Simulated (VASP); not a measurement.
The system is CuO.

```xyz
4
Lattice="2.3446 -1.7134 0.0000 2.3446 1.7134 0.0000 -0.8605 0.0000 5.0594" Properties=species:S:1:pos:R:3 pbc="T T T"
Cu    1.1723    0.8457    0.0000
Cu    0.7420   -0.8457    2.5297
O     2.0724   -0.2841    1.2836
O     1.6421    0.2841    3.8133
```

Base run:

```yaml
Program: VASP 6.6.1
Functional: PBE
Potentials_or_basis: VASP PAW PBE potentials, release 64 (Cu, O)
Cutoff: 520 eV
k_mesh: 10 × 10 × 5
Occupations: fermi-dirac, width 0.05 eV
Spin: no spin polarisation
Hubbard_terms: Cu d U = 1.0 eV
```

Its results: band gap on the k mesh zero (bands 17 and 18 overlap by 0.62 eV); pressure 5.7 GPa; largest force 0.775 eV/Å.

Task: The run is repeated on the same cell with these changes: hubbard terms from Cu d U = 1.0 eV to Cu d U = 3.0 eV. What comes out?

Result: Band gap on the k mesh zero (bands 17 and 18 overlap by 0.63 eV); pressure 4.2 GPa; largest force 0.744 eV/Å.

Caveats: the cell stands under pressure; U without spin polarisation on a metal has little footing.
